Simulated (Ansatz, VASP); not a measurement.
# Si23H4O48: VASP beside Ansatz

```
Si O H
1.0
     9.83160    0.00000    0.00000
    -4.91580    8.51441    0.00000
     0.00000    0.00000   10.81820
Si O H
23 48 4
Cartesian
  2.6187 0.0083 1.7685
  -1.3010 2.3020 3.6317
  1.1100 2.0044 0.0011
  -2.2959 8.4953 7.1795
  8.4555 2.2679 9.0335
  1.1607 1.9456 5.4281
  0.1663 4.2805 1.8089
  6.0560 6.5358 3.6041
  -1.3042 6.2413 10.7820
  6.0521 6.5279 9.0085
  -1.3113 6.2633 5.3834
  7.5418 0.0366 1.8092
  3.5876 2.2741 3.5985
  6.0035 1.9755 0.0032
  7.5222 0.0105 7.2147
  3.5560 2.2628 9.0010
  6.0550 1.9907 5.4008
  5.0609 4.2643 1.8099
  1.1405 6.5592 3.5922
  3.6046 6.2743 0.0131
  5.0477 4.2535 7.2086
  1.1802 6.5494 8.9967
  3.5886 6.2623 5.4057
  -0.3396 1.7593 4.8275
  1.1130 3.1148 1.1890
  -0.7587 3.7016 3.0146
  1.6469 0.5951 0.5993
  2.1154 2.5070 4.2338
  3.5540 1.1785 2.3946
  -0.3884 1.7869 10.2309
  1.2584 2.9951 6.6710
  -0.7751 3.6528 8.4174
  1.6812 0.4890 5.9493
  2.0700 2.5188 9.6062
  3.5419 1.1618 7.8078
  -2.8046 6.0139 4.8015
  -1.3281 7.3940 1.1159
  -3.2266 7.9187 2.9590
  -0.7949 4.8520 0.6276
  -0.3512 6.8064 4.1821
  1.1203 5.4550 2.3964
  -2.7995 6.0025 10.1946
  -1.3057 7.3593 6.5885
  -3.2443 7.9187 8.3722
  -0.7779 4.8528 6.0088
  -0.3357 6.7013 9.5566
  1.3099 5.5210 7.7275
  4.5815 1.7426 4.7729
  5.9902 3.0897 1.1868
  4.1085 3.6883 2.9951
  6.5740 0.5885 0.6201
  7.0417 2.5475 4.2342
  8.4842 1.2054 2.4246
  4.5170 1.7422 10.2090
  5.9999 3.0845 6.6096
  4.0722 3.6809 8.3860
  6.5952 0.5883 6.0093
  6.9573 2.4923 9.6089
  8.4793 1.1633 7.8377
  2.1092 6.0271 4.7849
  3.5862 7.3948 1.1915
  1.6874 7.9663 2.9997
  4.1269 4.8655 0.6213
  4.5739 6.7870 4.2190
  6.0246 5.4119 2.4274
  2.1163 6.0368 10.2273
  3.5609 7.3612 6.6070
  1.6433 7.9978 8.4195
  4.1211 4.8526 6.0161
  4.5724 6.7827 9.6247
  6.0146 5.3940 7.8391
  1.8625 4.4549 7.8760
  0.5082 3.0321 7.3083
  0.1014 4.9807 6.4437
  -1.2142 4.0841 7.6480
```

Alike in both runs: task single point; functional r2SCAN; k mesh 1 × 1 × 1; occupations gaussian, width 0.02 eV; no spin polarisation.

|  | VASP | Ansatz |
| --- | --- | --- |
| version | VASP 6.6.1 | Ansatz 0.2.0 |
| potentials or method | VASP PAW PBE potentials, release 64 (Si, O, H) | scalar-relativistic, plane waves, PAW |
| plane-wave cutoff (eV) | 520 | 500 |
| valence electrons in the cell | 384 | 384 |

|  | VASP | Ansatz | Ansatz less VASP |
| --- | --- | --- | --- |
| gap on the k mesh at the Fermi level (eV) | 6.23 | 6.23 | +0.002 |
| least direct gap on the mesh (eV) | 6.23 | 6.23 | +0.002 |

VASP's potentials were made for PBE, not for r2SCAN. With one functional, cell and mesh, what is left measures potentials, basis and numerics.
